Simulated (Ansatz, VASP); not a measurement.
# One calculation of Hf3Br, two programs

```
Hf Br
1.0
     3.28656    0.00000    0.00000
    -1.64328    2.84624    0.00000
     0.00000    0.00000    9.36763
Hf Br
3 1
Direct
  0.00000 0.00000 0.00000
  0.66667 0.33333 0.73881
  0.66667 0.33333 0.26119
  0.00000 0.00000 0.50000
```

Change from the starting cell: species swapped into the Co3Ir type (P-6m2, No. 187).

Alike in both runs: functional PBE; k mesh 18 × 18 × 6; occupations gaussian, width 0.1 eV; no spin polarisation.

Ansatz relaxed the structure, and its values are those at the end. VASP's run is a single point on that final structure, the one shown.

|  | VASP | Ansatz |
| --- | --- | --- |
| version | VASP 6.6.1 | Ansatz 0.2.0 |
| potentials or method | VASP PAW PBE potentials, release 64 (Hf_pv, Br), cutoff 520 eV | scalar-relativistic, plane waves, PAW |
| valence electrons in the cell | 37 | 85 |

```csv
,VASP,Ansatz,Ansatz less VASP
gap on the k mesh at the Fermi level (eV),none,none,-
pressure (GPa),-0.5,0.0,+0.48
```

A gap of «none» marks a metal or a gap that the smearing closes. With one functional, cell and mesh, what is left measures potentials, basis and numerics. VASP's potentials hold 37 valence electrons a cell and Ansatz's 85, so a difference there can come from the potentials and not from the codes.

Neither program's run includes spin-orbit coupling.
